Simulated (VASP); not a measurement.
# TiAl3 (I4/mmm) in VASP: further runs

The runs below take TiAl3 through single point, with LDA, RPBE+D3(BJ).

Everything below comes from runs of VASP 6.6.1. Logs are shortened: lines on timing, memory, paths and dates and some standing lists are left out, and cuts for length are marked.

### Step 1. The cell of the first run

The structure is tetragonal, space group I4/mmm (No. 139). Conventional cell: a = 3.897 Å, b = 3.897 Å, c = 8.729 Å, α = 90.00°, β = 90.00°, γ = 90.00°. Ti (site symmetry 4/mmm) has 12 Al at 2.76 to 2.93 Å within 3.6 Å. Within 3.6 Å of Al (site symmetry -4m2) lie 8 Al at 2.76 to 2.93 Å and 4 Ti at 2.93 Å. Within 3.6 Å of Al (site symmetry 4/mmm) lie 4 Ti at 2.76 Å and 8 Al at 2.93 Å.

### Step 2. Single point, LDA (volume scaled by 1.06)

Input file INCAR:

```
  ALGO = Normal
  EDIFF = 1E-6
  ENCUT = 520
  GGA = CA
  ISIF = 2
  ISMEAR = -1
  LASPH = T
  LCHARG = T
  LELF = T
  LREAL = F
  LVHAR = T
  LWAVE = F
  NBANDS = 18
  NELM = 100
  PREC = Accurate
  SIGMA = 0.05
```

Input file KPOINTS:

```
k-points
0
Gamma
  10 10 10
```

Input file POSCAR:

```
TiAl3
1.0
   -1.9485889690      1.9485889690      4.3646247916
    1.9485889690     -1.9485889690      4.3646247916
    1.9485889690      1.9485889690     -4.3646247916
Ti Al
1 3
Direct
    0.0000000000      0.0000000000      0.0000000000
    0.2500000000      0.7500000000      0.5000000000
    0.7500000000      0.2500000000      0.5000000000
    0.5000000000      0.5000000000      0.0000000000
```

Potentials or basis: VASP PAW LDA potentials, release 64 (Ti_sv, Al).

Command:

```bash
> cat potpaw_LDA.64/Ti_sv/POTCAR potpaw_LDA.64/Al/POTCAR > POTCAR
> mpirun -np 1 vasp_std > vasp.out
```

OUTCAR:

```text
EDIFF = 1E-6
   ENCUT = 520
   GGA = CA
   ISIF = 2
   ISMEAR = -1
   LASPH = T
   LREAL = F
   NELM = 100
   PREC = Accurate

 ion  position               nearest neighbor table
   1  0.000  0.000  0.000-   4 2.76   4 2.76   4 2.76   4 2.76   3 2.93   3 2.93   2 2.93   2 2.93
                             3 2.93   2 2.93   3 2.93   2 2.93
   2  0.250  0.750  0.500-   3 2.76   3 2.76   3 2.76   3 2.76   1 2.93   1 2.93   4 2.93   4 2.93
                             4 2.93   1 2.93   4 2.93   1 2.93
   3  0.750  0.250  0.500-   2 2.76   2 2.76   2 2.76   2 2.76   4 2.93   4 2.93   1 2.93   1 2.93
                             4 2.93   1 2.93   4 2.93   1 2.93
   4  0.500  0.500  0.000-   1 2.76   1 2.76   1 2.76   1 2.76   2 2.93   2 2.93   3 2.93   3 2.93
                             3 2.93   2 2.93   3 2.93   2 2.93

  LATTYP: Found a body centered tetragonal cell.
 ALAT       =     3.8971779380
 C/A-ratio  =     2.2398899209

  Lattice vectors:

 A1 = (  -1.9485889690,   1.9485889690,   4.3646247916)
 A2 = (   1.9485889690,  -1.9485889690,   4.3646247916)
 A3 = (   1.9485889690,   1.9485889690,  -4.3646247916)

Analysis of symmetry for initial positions (statically):
=====================================================================
 Subroutine PRICEL returns:
 Original cell was already a primitive cell.

 Routine SETGRP: Setting up the symmetry group for a
 body centered tetragonal supercell.

 Subroutine GETGRP returns: Found 16 space group operations
 (whereof 16 operations were pure point group operations)
 out of a pool of 16 trial point group operations.

The static configuration has the point symmetry D_4h.

Analysis of symmetry for dynamics (positions and initial velocities):
=====================================================================
 Subroutine PRICEL returns:
 Original cell was already a primitive cell.

 Routine SETGRP: Setting up the symmetry group for a
 body centered tetragonal supercell.

 Subroutine GETGRP returns: Found 16 space group operations
 (whereof 16 operations were pure point group operations)
 out of a pool of 16 trial point group operations.

The dynamic configuration has the point symmetry D_4h.

 Subroutine INISYM returns: Found 16 space group operations
 (whereof 16 operations are pure point group operations),
 and found     1 'primitive' translations

----------------------------------------------------------------------------------------

                                     Primitive cell

  volume of cell :      66.2899

  direct lattice vectors                    reciprocal lattice vectors
    -1.948588969  1.948588969  4.364624792     0.000000000  0.256595931  0.114557384
     1.948588969 -1.948588969  4.364624792     0.256595931  0.000000000  0.114557384
     1.948588969  1.948588969 -4.364624792     0.256595931  0.256595931  0.000000000

  length of vectors
     5.161777553  5.161777553  5.161777553     0.281006879  0.281006879  0.362881445

  position of ions in fractional coordinates (direct lattice)
     0.000000000  0.000000000  0.000000000
     0.250000000  0.750000000  0.500000000
     0.750000000  0.250000000  0.500000000
     0.500000000  0.500000000  0.000000000

  ion indices of the primitive-cell ions
   primitive index   ion index
                 1           1
                 2           2
                 3           3
                 4           4

----------------------------------------------------------------------------------------

 KPOINTS: k-points

Automatic generation of k-mesh.
 Grid dimensions read from file:
 generate k-points for:   10   10   10

 Generating k-lattice:

  Cartesian coordinates                     Fractional coordinates (reciprocal lattice)
     0.000000000  0.025659593  0.011455738     0.100000000  0.000000000  0.000000000
     0.025659593  0.000000000  0.011455738     0.000000000  0.100000000  0.000000000
     0.025659593  0.025659593  0.000000000     0.000000000  0.000000000  0.100000000

  Length of vectors
     0.028100688  0.028100688  0.036288145

  Shift w.r.t. Gamma in fractional coordinates (k-lattice)
     0.000000000  0.000000000  0.000000000

 Subroutine IBZKPT returns following result:
 ===========================================

 Found    102 irreducible k-points:

 Following reciprocal coordinates:
            Coordinates               Weight
  0.000000  0.000000  0.000000      1.000000
  0.100000  0.000000  0.000000      8.000000
  0.200000  0.000000  0.000000      8.000000
  0.300000  0.000000 -0.000000      8.000000
  0.400000  0.000000  0.000000      8.000000
  0.500000  0.000000 -0.000000      4.000000
[... 16 lines left out ...]
  0.300000  0.300000 -0.000000      8.000000
  0.400000  0.300000 -0.000000     16.000000
 [... further k-points ...]
   k-points           NKPTS =    102   k-points in BZ     NKDIM =    102   number of bands    NBANDS=     18
   number of dos      NEDOS =    301   number of ions     NIONS =      4
   total plane-waves  NPLWV =  64000
   dimension x,y,z NGX =    40 NGY =   40 NGZ =   40
   dimension x,y,z NGXF=    80 NGYF=   80 NGZF=   80
   ions per type =               1   3
   NGX,Y,Z   is equivalent  to a cutoff of  12.88, 12.88, 12.88 a.u.
   NGXF,Y,Z  is equivalent  to a cutoff of  25.77, 25.77, 25.77 a.u.
 SYSTEM =  unknown system
   PREC   = accura    normal or accurate (medium, high low for compatibility)
   ISTART =      0    job   : 0-new  1-cont  2-samecut
   ICHARG =      2    charge: 1-file 2-atom 10-const
   ISPIN  =      1    spin polarized calculation?
   LNONCOLLINEAR =      F non collinear calculations
   LSORBIT =      F    spin-orbit coupling
   LASPH  =      T    aspherical Exc in radial PAW
   ENCUT  =  520.0 eV  38.22 Ry    6.18 a.u.   9.60  9.60  9.60*2*pi/ulx,y,z
   NELM   =    100;   NELMIN=  2; NELMDL= -5     # of ELM steps
   EDIFF  = 0.1E-05   stopping-criterion for ELM
   LREAL  =      F    real-space projection
   EDIFFG = 0.1E-04   stopping-criterion for IOM
   NSW    =      0    number of steps for IOM
   IBRION =     -1    ionic relax: 0-MD 1-quasi-New 2-CG
   NFREE  =      0    steps in history (QN), initial steepest desc. (CG)
   ISIF   =      2    stress and relaxation
   ISYM   =      2    0-nonsym 1-usesym 2-fastsym
   POTIM  = 0.5000    time-step for ionic-motion
   TEBEG  =    0.0;   TEEND  =   0.0 temperature during run
   PSTRESS=    0.0 pullay stress
   NELECT =      21.0000    total number of electrons
   NUPDOWN=      -1.0000    fix difference up-down
   EMIN   =  10.00;   EMAX   =-10.00  energy-range for DOS
   EFERMI =   0.00;   METHOD = LEGACY
   ISMEAR =    -1;   SIGMA  =   0.05  broadening in eV -4-tet -1-fermi 0-gaus
   EFERMI_NEDOS =   21; number of points for ismear=-14 and -15
   IALGO  =     38    algorithm
   IMIX   =      4    mixing-type and parameters
     AMIX     =   0.40;   BMIX     =  1.00
     AMIX_MAG =   1.60;   BMIX_MAG =  1.00
  volume/ion in A,a.u.               =      16.57       111.84
  Fermi-wavevector in a.u.,A,eV,Ry     =   1.116003  2.108940 16.945557  1.245463
  Thomas-Fermi vector in A             =   2.252613
   LORBIT       =      0    0 simple, 1 ext, 2 COOP (PROOUT), +10 PAW based schemes
   GGA     = CA    functional components
   LHFCALC =     F    Hartree Fock is set to
   AEXX    =    0.0000 exact exchange contribution
   IVDW    =     0    specifies the selected vdW correction
   LEPSILON=     F    determine dielectric tensor
   LRPA    =     F    only Hartree local field effects (RPA)
 non-spin polarized calculation
  energy-cutoff  :      520.00
  volume of cell :       66.29
 maximum number of plane-waves:      1806
 NGX is ok and might be reduce to    40
   NGX = 19   NGY = 19   NGZ = 19

 number of electron      21.0000001 magnetization

 Free energy of the ion-electron system (eV)
  ---------------------------------------------------
  ext. energy  EPLUGINS =         0.00000000
  ---------------------------------------------------
  free energy    TOTEN  =       -22.63892543 eV

  energy without entropy =      -22.62442789  energy(sigma->0) =      -22.63167666

 E-fermi :   7.5475     XC(G=0): -10.7505

 val. band max:        7.5410777433   @ k =  -0.3000  -0.3000   0.2000
 cond. band min:       7.5491908603   @ k =   0.2000   0.0000   0.0000
 fundamental gap:      0.0081131170
 Fermi energy:         7.5474558577

 k-point     1 :       0.0000    0.0000    0.0000
  band No.  band energies     occupation
      1     -48.3458      2.00000
      2     -25.0364      2.00000
      3     -25.0364      2.00000
      4     -24.9583      2.00000
      5      -2.2139      2.00000
      6       4.7323      2.00000
[... 10 lines left out ...]
     17      11.1048      0.00000
     18      11.1048      0.00000

 k-point     2 :       0.1000    0.0000    0.0000
  band No.  band energies     occupation
      1     -48.3457      2.00000
      2     -25.0385      2.00000
      3     -25.0362      2.00000
      4     -24.9582      2.00000
      5      -2.0943      2.00000
      6       4.3276      2.00000
[... 10 lines left out ...]
     17      11.1528      0.00000
     18      11.8123      0.00000

 k-point     3 :       0.2000    0.0000    0.0000
  band No.  band energies     occupation
      1     -48.3455      2.00000
      2     -25.0441      2.00000
      3     -25.0358      2.00000
      4     -24.9580      2.00000
      5      -1.7389      2.00000
      6       3.7892      2.00000
[... 10 lines left out ...]
     17      11.4549      0.00000
     18      12.8855      0.00000

 k-point     4 :       0.3000    0.0000   -0.0000
  band No.  band energies     occupation
      1     -48.3451      2.00000
      2     -25.0510      2.00000
      3     -25.0354      2.00000
      4     -24.9577      2.00000
      5      -1.1580      2.00000
      6       2.9071      2.00000
[... 375 lines left out ...]
      4     -24.9573      2.00000
      5      -1.4251      2.00000
      6       4.6783      2.00000
[... 10 lines left out ...]
     17      11.4509      0.00000
     18      13.1026      0.00000

 k-point    23 :       0.3000    0.3000   -0.0000
  band No.  band energies     occupation
      1     -48.3445      2.00000
      2     -25.0497      2.00000
      3     -25.0492      2.00000
      4     -24.9568      2.00000
      5       0.1457      2.00000
      6       2.6202      2.00000
[... 10 lines left out ...]
     17      12.8193      0.00000
     18      13.3948      0.00000

 k-point    24 :       0.4000    0.3000   -0.0000
  band No.  band energies     occupation
      1     -48.3442      2.00000
      2     -25.0548      2.00000
      3     -25.0488      2.00000
      4     -24.9562      2.00000
      5       0.9386      2.00000
      6       2.0298      2.00000
[... 10 lines left out ...]
     17      12.0592      0.00000
     18      13.2858      0.00000

 [... further k-points ...]

------------------------ aborting loop because EDIFF is reached ----------------------------------------

  FORCE on cell =-STRESS in cart. coord.  units (eV):
  Direction    XX          YY          ZZ          XY          YZ          ZX
  --------------------------------------------------------------------------------------
  -------------------------------------------------------------------------------------
  Total       -3.6909370     -3.6909370     -3.4164498      0.0000000      0.0000000      0.0000000
  in kB      -89.2071837    -89.2071837    -82.5730341      0.0000000      0.0000000      0.0000000
  external PRESSURE =     -86.9958005 kB  Pullay stress =       0.0000000 kB

 VOLUME and BASIS-vectors are now :
 -----------------------------------------------------------------------------
  energy-cutoff  :      520.00
  volume of cell :       66.29
      direct lattice vectors                 reciprocal lattice vectors
    -1.948588969  1.948588969  4.364624792     0.000000000  0.256595931  0.114557384
     1.948588969 -1.948588969  4.364624792     0.256595931  0.000000000  0.114557384
     1.948588969  1.948588969 -4.364624792     0.256595931  0.256595931  0.000000000

 POSITION                                       TOTAL-FORCE (eV/Angst)
 -----------------------------------------------------------------------------------
      0.00000      0.00000      0.00000         0.000000     -0.000000      0.000000
      1.94859      0.00000      2.18231         0.000000      0.000000     -0.000000
      0.00000      1.94859      2.18231        -0.000000      0.000000      0.000000
      0.00000      0.00000      4.36462         0.000000     -0.000000      0.000000
 -----------------------------------------------------------------------------------
    total drift:                               -0.000000     -0.000000     -0.000000

  FREE ENERGIE OF THE ION-ELECTRON SYSTEM (eV)
  ---------------------------------------------------
  free  energy   TOTEN  =       -22.6389254325 eV

  energy  without entropy=      -22.6244278912  energy(sigma->0) =      -22.63167666
```

It took 2.4 min on 1 thread of Intel Xeon Platinum 8488C (Sapphire Rapids), shared host; peak memory 0.27 GiB.

What came out:

```
Free energy : -22.6389 eV
Pressure    : -8.7 GPa
```

Levels at points of the mesh, in eV from the Fermi level:
```
           k point  band 7  band 8  band 9  band 10  band 11  band 12  band 13  band 14  band 15  band 16
(0.00, 0.00, 0.00)   -2.48   -1.29   -1.16    -1.16     0.79     1.68     1.68     2.03     2.31     3.49
(0.50, 0.00, 0.00)   -3.43   -2.92   -1.00    -0.23     0.47     1.63     2.04     2.55     3.07     4.24
(0.50, 0.50, 0.00)   -4.30   -3.55   -2.58    -2.14    -0.92     1.61     1.75     2.65     2.66     2.91
(0.50, 0.50, 0.50)   -1.92   -0.89   -0.89    -0.19     0.67     0.67     0.89     3.00     4.20     5.82
```

Caveat: the cell differs from its parent crystal (volume scaled by 1.06).

### Step 3. Single point, RPBE+D3(BJ)

This run uses another cell than the first one, of 13.04 Å³/atom, 0.787 times its volume.

Input file INCAR:

```
SYSTEM = TiAl3
  ALGO = Fast
  EDIFF = 1E-6
  ENCUT = 520
  GGA = RP
  ISIF = 2
  ISMEAR = -1
  IVDW = 12
  LASPH = .True.
  LCHARG = .True.
  LELF = .True.
  LREAL = .False.
  LVHAR = .True.
  LWAVE = .False.
  NBANDS = 18
  NELM = 100
  PREC = Accurate
  SIGMA = 0.05
```

Input file KPOINTS:

```
k-points
0
Gamma
  10 10 10
  0 0 0
```

Input file POSCAR:

```
TiAl3
1.0
   -1.8018918093      1.8018918093      4.0151225205
    1.8018918093     -1.8018918093      4.0151225205
    1.8018918093      1.8018918093     -4.0151225205
Ti Al
1 3
Direct
    0.0000000000      0.0000000000      0.0000000000
    0.2500000000      0.7500000000      0.5000000000
    0.7500000000      0.2500000000      0.5000000000
    0.5000000000      0.5000000000      0.0000000000
```

Potentials or basis: VASP PAW PBE potentials, release 64 (Ti_sv, Al).

Command:

```bash
> cat potpaw_PBE.64/Ti_sv/POTCAR potpaw_PBE.64/Al/POTCAR > POTCAR
> mpirun -np 1 vasp_std > vasp.out
```

Wall time 1.8 min (1 thread of Intel Xeon 6975P-C (Granite Rapids), shared host); peak memory 0.27 GiB.

The run converged. Its results:

| Property | Result |
| --- | --- |
| Free energy | -29.6247 eV |
| Pressure | -0.2 GPa |
| Dispersion energy per atom | -2.817 eV |

Levels at points of the mesh, in eV from the Fermi level:
```tsv
k point	band 9	band 10	band 11	band 12	band 13	band 14
(0.00, 0.00, 0.00)	-1.44	-1.44	0.98	2.15	2.15	2.25
(0.50, 0.00, 0.00)	-1.22	-0.36	0.60	2.34	2.39	3.35
(0.50, 0.50, 0.00)	-2.84	-2.29	-1.19	2.29	2.50	3.10
(0.50, 0.50, 0.50)	-0.86	-0.35	0.77	0.77	1.17	3.41
```

Caveat: the PAW data sets were made with another functional, which shifts forces and pressure a little; pairwise dispersion overbinds metals, which lowers pressure and volume.
